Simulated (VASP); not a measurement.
# PbSe (Cmcm) in VASP: notebook

The runs below take PbSe through single point, with LDA.

All numbers are computed with VASP 6.6.1; they aren't measurements. Logs are shortened: lines on timing, memory, paths and dates and some standing lists are left out, and cuts for length are marked.

### Step 1. The cell of the first run

It takes space group Cmcm (No. 63, orthorhombic). Conventional cell: a = 4.130 Å, b = 11.756 Å, c = 4.265 Å, α = 90.00°, β = 90.00°, γ = 90.00°. Pb (site symmetry m2m) has 5 Se at 2.70 to 2.97 Å within 3.6 Å. Se (site symmetry m2m) has 5 Pb at 2.70 to 2.97 Å within 3.6 Å.

### Step 2. Single point, LDA

File INCAR:

```
SYSTEM = PbSe
  ALGO = Normal
  EDIFF = 1E-6
  ENCUT = 520
  GGA = CA
  ISIF = 2
  ISMEAR = 0
  LASPH = .TRUE.
  LCHARG = .FALSE.
  LREAL = .FALSE.
  LWAVE = .FALSE.
  NBANDS = 28
  NELM = 60
  PREC = Accurate
  SIGMA = 0.01
```

File KPOINTS:

```
k-points
0
G
  6 6 4
  0 0 0
```

File POSCAR:

```
PbSe
1.0
    2.0649840895     -5.8780630916      0.0000000000
    2.0649840895      5.8780630916      0.0000000000
    0.0000000000      0.0000000000      4.2648370651
Pb Se
2 2
Direct
    0.6317610000      0.3682390000      0.7500000000
    0.3682390000      0.6317610000      0.2500000000
    0.8612900000      0.1387100000      0.7500000000
    0.1387100000      0.8612900000      0.2500000000
```

Potentials or basis: VASP PAW LDA potentials, release 64 (Pb_d, Se).

The run is started by

```bash
$ cat potpaw_LDA.64/Pb_d/POTCAR potpaw_LDA.64/Se/POTCAR > POTCAR
$ mpirun -np 1 vasp_std > vasp.out
```

OUTCAR:

```text
SYSTEM = PbSe
   EDIFF = 1E-6
   ENCUT = 520
   GGA = CA
   ISIF = 2
   ISMEAR = 0
   LASPH = .TRUE.
   LREAL = .FALSE.
   NELM = 60
   PREC = Accurate

 ion  position               nearest neighbor table
   1  0.632  0.368  0.750-   3 2.70   4 2.97   4 2.97   4 2.97   4 2.97   2 3.76   2 3.76   2 4.07
                             2 4.07   2 4.07   2 4.07
   2  0.368  0.632  0.250-   4 2.70   3 2.97   3 2.97   3 2.97   3 2.97   1 3.76   1 3.76   1 4.07
                             1 4.07   1 4.07   1 4.07
   3  0.861  0.139  0.750-   1 2.70   2 2.97   2 2.97   2 2.97   2 2.97
   4  0.139  0.861  0.250-   2 2.70   1 2.97   1 2.97   1 2.97   1 2.97

  LATTYP: Found a base centered orthorhombic cell.
 ALAT       =     4.1299681790
 B/A-ratio  =     2.8465415891
 C/A-ratio  =     1.0326561562

  Lattice vectors:

 A1 = (   2.0649840895,  -5.8780630916,   0.0000000000)
 A2 = (   2.0649840895,   5.8780630916,   0.0000000000)
 A3 = (   0.0000000000,   0.0000000000,   4.2648370651)

Analysis of symmetry for initial positions (statically):
=====================================================================
 Subroutine PRICEL returns:
 Original cell was already a primitive cell.

 Routine SETGRP: Setting up the symmetry group for a
 base centered orthorhombic supercell.

 Subroutine GETGRP returns: Found  8 space group operations
 (whereof  4 operations were pure point group operations)
 out of a pool of  8 trial point group operations.

The static configuration has the point symmetry C_2h.
 The point group associated with its full space group is D_2h.

Analysis of symmetry for dynamics (positions and initial velocities):
=====================================================================
 Subroutine PRICEL returns:
 Original cell was already a primitive cell.

 Routine SETGRP: Setting up the symmetry group for a
 base centered orthorhombic supercell.

 Subroutine GETGRP returns: Found  8 space group operations
 (whereof  4 operations were pure point group operations)
 out of a pool of  8 trial point group operations.

The dynamic configuration has the point symmetry C_2h.
 The point group associated with its full space group is D_2h.

 Subroutine INISYM returns: Found  8 space group operations
 (whereof  4 operations are pure point group operations),
 and found     1 'primitive' translations

----------------------------------------------------------------------------------------

                                     Primitive cell

  volume of cell :     103.5341

  direct lattice vectors                    reciprocal lattice vectors
     2.064984089 -5.878063092  0.000000000     0.242132616 -0.085062034  0.000000000
     2.064984089  5.878063092  0.000000000     0.242132616  0.085062034  0.000000000
     0.000000000  0.000000000  4.264837065     0.000000000  0.000000000  0.234475546

  length of vectors
     6.230231537  6.230231537  4.264837065     0.256639345  0.256639345  0.234475546

  position of ions in fractional coordinates (direct lattice)
     0.631761000  0.368239000  0.750000000
     0.368239000  0.631761000  0.250000000
     0.861290000  0.138710000  0.750000000
     0.138710000  0.861290000  0.250000000

  ion indices of the primitive-cell ions
   primitive index   ion index
                 1           1
                 2           2
                 3           3
                 4           4

----------------------------------------------------------------------------------------

 KPOINTS: k-points

Automatic generation of k-mesh.
 Grid dimensions read from file:
 generate k-points for:    6    6    4

 Generating k-lattice:

  Cartesian coordinates                     Fractional coordinates (reciprocal lattice)
     0.040355436 -0.014177006  0.000000000     0.166666667  0.000000000  0.000000000
     0.040355436  0.014177006  0.000000000     0.000000000  0.166666667  0.000000000
     0.000000000  0.000000000  0.058618887     0.000000000  0.000000000  0.250000000

  Length of vectors
     0.042773224  0.042773224  0.058618887

[... 54 lines left out ...]
      5     -10.8363      2.00000
      6     -10.8194      2.00000
[... 20 lines left out ...]
     27      11.5949      0.00000
     28      12.6268      0.00000

 k-point     3 :       0.3333    0.0000    0.0000
  band No.  band energies     occupation
      1     -10.9739      2.00000
      2     -10.8761      2.00000
      3     -10.8681      2.00000
      4     -10.8619      2.00000
      5     -10.8238      2.00000
      6     -10.8189      2.00000
[... 20 lines left out ...]
     27      13.1495      0.00000
     28      13.4340      0.00000

 k-point     4 :       0.5000    0.0000    0.0000
  band No.  band energies     occupation
      1     -10.9191      2.00000
      2     -10.9088      2.00000
      3     -10.8753      2.00000
      4     -10.8736      2.00000
      5     -10.8279      2.00000
      6     -10.8137      2.00000
[... 20 lines left out ...]
     27      13.5838      0.00000
     28      14.3346      0.00000

 k-point     5 :       0.1667    0.1667    0.0000
  band No.  band energies     occupation
      1     -10.9774      2.00000
      2     -10.8738      2.00000
      3     -10.8735      2.00000
      4     -10.8557      2.00000
      5     -10.8246      2.00000
      6     -10.8181      2.00000
[... 20 lines left out ...]
     27      13.0226      0.00000
     28      13.0931      0.00000

 k-point     6 :       0.3333    0.1667    0.0000
  band No.  band energies     occupation
      1     -10.9195      2.00000
      2     -10.9081      2.00000
      3     -10.8827      2.00000
      4     -10.8642      2.00000
      5     -10.8280      2.00000
      6     -10.8163      2.00000
[... 463 lines left out ...]
      5     -10.8336      2.00000
      6     -10.8067      2.00000
[... 20 lines left out ...]
     27      13.2064      0.00000
     28      13.4785      0.00000

 k-point    22 :      -0.1667    0.1667    0.2500
  band No.  band energies     occupation
      1     -11.0056      2.00000
      2     -10.8833      2.00000
      3     -10.8533      2.00000
      4     -10.8501      2.00000
      5     -10.8403      2.00000
      6     -10.8217      2.00000
[... 20 lines left out ...]
     27      11.6496      0.00000
     28      13.4620      0.00000

 k-point    23 :       0.3333    0.3333    0.2500
  band No.  band energies     occupation
      1     -10.9898      2.00000
      2     -10.9428      2.00000
      3     -10.8672      2.00000
      4     -10.8454      2.00000
      5     -10.8267      2.00000
      6     -10.8142      2.00000
[... 20 lines left out ...]
     27      12.2282      0.00000
     28      12.4486      0.00000

 k-point    24 :       0.5000    0.3333    0.2500
  band No.  band energies     occupation
      1     -10.9944      2.00000
      2     -10.8918      2.00000
      3     -10.8634      2.00000
      4     -10.8387      2.00000
      5     -10.8258      2.00000
      6     -10.8101      2.00000
[... 20 lines left out ...]
     27      12.5089      0.00000
     28      13.4026      0.00000

 [... further k-points ...]
[... 5 lines left out ...]
  --------------------------------------------------------------------------------------
  -------------------------------------------------------------------------------------
  Total        2.6563248      2.6570803      2.4777490      0.0000000     -0.0000000      0.0000000
  in kB       41.1062979     41.1179886     38.3428600      0.0000000     -0.0000000      0.0000000
  external PRESSURE =      40.1890489 kB  Pullay stress =       0.0000000 kB

 VOLUME and BASIS-vectors are now :
 -----------------------------------------------------------------------------
  energy-cutoff  :      520.00
  volume of cell :      103.53
      direct lattice vectors                 reciprocal lattice vectors
     2.064984089 -5.878063092  0.000000000     0.242132616 -0.085062034  0.000000000
     2.064984089  5.878063092  0.000000000     0.242132616  0.085062034  0.000000000
     0.000000000  0.000000000  4.264837065     0.000000000  0.000000000  0.234475546

 POSITION                                       TOTAL-FORCE (eV/Angst)
 -----------------------------------------------------------------------------------
      2.06498     -1.54900      3.19863         0.000000      0.663516      0.000000
      2.06498      1.54900      1.06621         0.000000     -0.663516     -0.000000
      2.06498     -4.24737      3.19863         0.000000     -0.531032     -0.000000
      2.06498      4.24737      1.06621         0.000000      0.531032     -0.000000
 -----------------------------------------------------------------------------------
    total drift:                                0.000000      0.000000      0.000000

  FREE ENERGIE OF THE ION-ELECTRON SYSTEM (eV)
  ---------------------------------------------------
  free  energy   TOTEN  =       -18.6472657489 eV

  energy  without entropy=      -18.6472657489  energy(sigma->0) =      -18.64726575
```

Run time: 86 s. Hardware: 1 thread of Intel Xeon Platinum 8259CL at 2.50GHz (Skylake/Cascade Lake), shared host; peak memory 0.27 GiB.

Results:

```
Free energy            : -18.6473 eV
Pressure               : 4.0 GPa
Largest force          : 0.664 eV/Å
Band gap on the k mesh : 0.92 eV, indirect (least direct gap 1.35 eV)
```

Forces on the atoms (eV/Å):
```
Pb   0.000  0.664  0.000
Pb   0.000 -0.664  0.000
Se   0.000 -0.531  0.000
Se   0.000  0.531  0.000
```

Caveat: spin-orbit coupling is left out, which moves the levels of the heavy elements. A k mesh can miss the band edges.

### Step 3. Single point, LDA

This run uses another cell than the first one, of 27.06 Å³/atom, 1.045 times its volume.

File INCAR:

```
SYSTEM = PbSe
PREC     = Accurate       ! precision mode
ENCUT    = 520            ! plane-wave cutoff, eV
EDIFF    = 1E-7           ! SCF threshold, eV
ISMEAR   = 0              ! smearing method
SIGMA    = 0.01           ! smearing width, eV
LREAL    = .FALSE.        ! projectors in reciprocal space
LASPH    = .TRUE.         ! aspherical terms in the spheres
NELM     = 100            ! most SCF steps
ALGO     = Normal         ! electronic algorithm
ISIF     = 2              ! what is computed and relaxed
LWAVE    = .FALSE.        ! write WAVECAR
LCHARG   = .FALSE.        ! write CHGCAR
GGA      = CA             ! functional
NBANDS   = 28             ! bands
```

File KPOINTS:

```
Automatic mesh
0
G
  6 6 4
  0 0 0
```

File POSCAR:

```
PbSe
1.0
    2.0958092921     -5.9658083128      0.0000000000
    2.0958092921      5.9658083128      0.0000000000
    0.0000000000      0.0000000000      4.3285007356
Pb Se
2 2
Direct
    0.6317610000      0.3682390000      0.7500000000
    0.3682390000      0.6317610000      0.2500000000
    0.8612900000      0.1387100000      0.7500000000
    0.1387100000      0.8612900000      0.2500000000
```

Potentials or basis: VASP PAW LDA potentials, release 64 (Pb_d, Se).

The run is started by

```bash
$ cat potpaw_LDA.64/Pb_d/POTCAR potpaw_LDA.64/Se/POTCAR > POTCAR
$ mpirun -np 1 vasp_std > vasp.out
```

Wall time 87 s (1 thread of Intel Xeon Platinum 8259CL at 2.50GHz (Skylake/Cascade Lake), shared host); peak memory 0.27 GiB.

It converged, with:

```
Free energy            : -18.7209 eV
Pressure               : 1.0 GPa
Largest force          : 0.376 eV/Å
Band gap on the k mesh : 0.99 eV, indirect (least direct gap 1.40 eV)
```

Forces on the atoms (eV/Å):
```
Pb   0.000  0.376  0.000
Pb   0.000 -0.376  0.000
Se   0.000 -0.312  0.000
Se   0.000  0.312  0.000
```

Stress tensor (GPa, compression positive):
```
1.03 0.00 0.00
0.00 1.21 0.00
0.00 0.00 0.79
```

Levels at points of the mesh, in eV from the valence-band top:
| k point | band 16 | band 17 | band 18 | band 19 | band 20 | band 21 | band 22 | band 23 | band 24 | band 25 |
| --- | --- | --- | --- | --- | --- | --- | --- | --- | --- | --- |
| (0.00, 0.00, 0.00) | -3.27 | -2.53 | -1.85 | -1.56 | -0.51 | 4.24 | 4.52 | 4.80 | 5.54 | 5.54 |
| (0.50, 0.00, 0.00) | -2.17 | -1.43 | -1.13 | -0.47 | -0.32 | 1.45 | 1.51 | 1.71 | 2.62 | 2.79 |
| (0.50, 0.50, 0.00) | -2.83 | -2.14 | -1.90 | -1.34 | -0.71 | 0.99 | 4.32 | 4.37 | 4.48 | 5.11 |
| (0.00, 0.00, 0.50) | -3.06 | -1.07 | -1.07 | 0.00 | 0.00 | 1.40 | 1.40 | 2.23 | 2.23 | 5.09 |
| (0.50, 0.00, 0.50) | -4.69 | -3.53 | -3.53 | -1.49 | -1.49 | 3.09 | 3.09 | 5.68 | 5.68 | 6.27 |
| (0.50, 0.50, 0.50) | -1.23 | -1.15 | -1.15 | -0.51 | -0.51 | 1.39 | 1.39 | 2.77 | 2.77 | 3.03 |

Caveat: spin-orbit coupling is left out, which moves the levels of the heavy elements.

### Step 4. Single point, LDA

This run uses another cell than the first one, of 28.24 Å³/atom, 1.091 times its volume.

File INCAR:

```
PREC     = Accurate       # precision mode
ENCUT    = 520            # plane-wave cutoff, eV
EDIFF    = 1E-7           # SCF threshold, eV
ISMEAR   = 0              # smearing method
SIGMA    = 0.01           # smearing width, eV
LREAL    = False          # projectors in reciprocal space
LASPH    = True           # aspherical terms in the spheres
NELM     = 100            # most SCF steps
ALGO     = Normal         # electronic algorithm
ISIF     = 2              # what is computed and relaxed
LWAVE    = False          # write WAVECAR
LCHARG   = False          # write CHGCAR
GGA      = CA             # functional
NBANDS   = 28             # bands
```

File KPOINTS:

```
regular mesh
0
Gamma
  6 6 4
```

File POSCAR:

```
PbSe
1.0
    2.1257534704     -6.0510456619      0.0000000000
    2.1257534704      6.0510456619      0.0000000000
    0.0000000000      0.0000000000      4.3903448158
Pb Se
2 2
Direct
    0.6317610000      0.3682390000      0.7500000000
    0.3682390000      0.6317610000      0.2500000000
    0.8612900000      0.1387100000      0.7500000000
    0.1387100000      0.8612900000      0.2500000000
```

The run is started by

```bash
$ cat potpaw_LDA.64/Pb_d/POTCAR potpaw_LDA.64/Se/POTCAR > POTCAR
$ mpirun -np 1 vasp_std > vasp.out
```

It took 99 s on 1 thread of Intel Xeon Platinum 8259CL at 2.50GHz (Skylake/Cascade Lake), shared host; peak memory 0.28 GiB.

Results (log left out):

```
Free energy            : -18.7159 eV
Pressure               : -1.4 GPa
Largest force          : 0.128 eV/Å
Band gap on the k mesh : 1.05 eV, indirect (least direct gap 1.44 eV)
```

Forces in eV/Å, atoms in the order of the input:
```
Pb   0.000  0.128  0.000
Pb   0.000 -0.128  0.000
Se   0.000 -0.126  0.000
Se   0.000  0.126  0.000
```

Stress tensor (GPa, compression positive):
```
-1.39  0.00  0.00
 0.00 -1.08  0.00
 0.00  0.00 -1.61
```

Levels at points of the mesh, in eV from the valence-band top:
| k point | band 16 | band 17 | band 18 | band 19 | band 20 | band 21 | band 22 | band 23 | band 24 | band 25 |
| --- | --- | --- | --- | --- | --- | --- | --- | --- | --- | --- |
| (0.00, 0.00, 0.00) | -3.02 | -2.31 | -1.67 | -1.39 | -0.42 | 4.36 | 4.48 | 4.72 | 5.40 | 5.42 |
| (0.50, 0.00, 0.00) | -1.99 | -1.28 | -0.99 | -0.46 | -0.26 | 1.46 | 1.56 | 1.77 | 2.65 | 2.73 |
| (0.50, 0.50, 0.00) | -2.60 | -1.95 | -1.79 | -1.18 | -0.62 | 1.05 | 4.31 | 4.45 | 4.46 | 5.00 |
| (0.00, 0.00, 0.50) | -2.82 | -0.94 | -0.94 | 0.00 | 0.00 | 1.45 | 1.45 | 2.28 | 2.28 | 4.96 |
| (0.50, 0.00, 0.50) | -4.37 | -3.27 | -3.27 | -1.36 | -1.36 | 3.11 | 3.11 | 5.54 | 5.54 | 6.19 |
| (0.50, 0.50, 0.50) | -1.09 | -1.03 | -1.03 | -0.44 | -0.44 | 1.33 | 1.33 | 2.78 | 2.78 | 3.05 |

Caveat: spin-orbit coupling is left out, which moves the levels of the heavy elements.

### Step 5. Single point, LDA

This run uses another cell than the first one, of 29.41 Å³/atom, 1.136 times its volume.

File INCAR:

```
SYSTEM = PbSe
ALGO = Normal
EDIFF = 1E-6
ENCUT = 520
GGA = CA
ISIF = 2
ISMEAR = 0
LASPH = .True.
LCHARG = .False.
LREAL = .False.
LWAVE = .False.
NBANDS = 28
NELM = 80
PREC = Accurate
SIGMA = 0.01
```

File KPOINTS:

```
k-points
0
Gamma
  6 6 4
  0 0 0
```

File POSCAR:

```
PbSe
1.0
    2.1548770000     -6.1339470000      0.0000000000
    2.1548770000      6.1339470000      0.0000000000
    0.0000000000      0.0000000000      4.4504940000
Pb Se
2 2
Direct
    0.6317610000      0.3682390000      0.7500000000
    0.3682390000      0.6317610000      0.2500000000
    0.8612900000      0.1387100000      0.7500000000
    0.1387100000      0.8612900000      0.2500000000
```

The run is started by

```bash
$ cat potpaw_LDA.64/Pb_d/POTCAR potpaw_LDA.64/Se/POTCAR > POTCAR
$ mpirun -np 1 vasp_std > vasp.out
```

Run time: 91 s. Hardware: 1 thread of Intel Xeon Platinum 8259CL at 2.50GHz (Skylake/Cascade Lake), shared host; peak memory 0.29 GiB.

It converged, with:

```yaml
Free_energy: -18.6486 eV
Pressure: -3.2 GPa
Largest_force: 0.086 eV/Å
Band_gap_on_the_k_mesh: 1.09 eV, indirect (least direct gap 1.40 eV)
```

Forces on the atoms (eV/Å):
```
Pb   0.000 -0.086  0.000
Pb   0.000  0.086  0.000
Se   0.000  0.033  0.000
Se   0.000 -0.033  0.000
```

Stress tensor (GPa, compression positive):
```
-3.30  0.00  0.00
 0.00 -2.90  0.00
 0.00  0.00 -3.49
```

Levels at points of the mesh, in eV from the valence-band top:
```
           k point  band 18  band 19  band 20  band 21  band 22  band 23
(0.00, 0.00, 0.00)    -1.51    -1.25    -0.35     4.42     4.45     4.63
(0.50, 0.00, 0.00)    -0.87    -0.44    -0.22     1.47     1.59     1.82
(0.50, 0.50, 0.00)    -1.68    -1.05    -0.54     1.09     4.24     4.40
(0.00, 0.00, 0.50)    -0.83     0.00     0.00     1.48     1.48     2.32
(0.50, 0.00, 0.50)    -3.03    -1.23    -1.23     3.12     3.12     5.39
(0.50, 0.50, 0.50)    -0.93    -0.39    -0.39     1.28     1.28     2.78
```

Caveat: spin-orbit coupling is left out, which moves the levels of the heavy elements. A k mesh can miss the band edges.

### Step 6. The runs side by side

| cell | gap on the mesh (eV) | pressure (GPa) | largest force (eV/Å) |
| --- | --- | --- | --- |
| a = 6.230, b = 6.230, c = 4.265 Å, angles 90.0, 90.0, 141.3°, 4 atoms | 0.92 | 4.0 | 0.66 |
| a = 6.323, b = 6.323, c = 4.329 Å, angles 90.0, 90.0, 141.3°, 4 atoms | 0.99 | 1.0 | 0.38 |
| a = 6.414, b = 6.414, c = 4.390 Å, angles 90.0, 90.0, 141.3°, 4 atoms | 1.05 | -1.4 | 0.13 |
| a = 6.501, b = 6.501, c = 4.450 Å, angles 90.0, 90.0, 141.3°, 4 atoms | 1.09 | -3.2 | 0.09 |

Alike in all rows: task single point; level LDA; potentials or basis VASP PAW LDA potentials, release 64 (Pb_d, Se); no spin polarisation; k mesh 6 × 6 × 4; cutoff (eV) 520; smearing gaussian 0.01 eV.

Caveats: spin-orbit coupling is left out, which moves the levels of the heavy elements.

Total energies depend on the potentials used, so only differences within one code and one set of settings carry meaning.
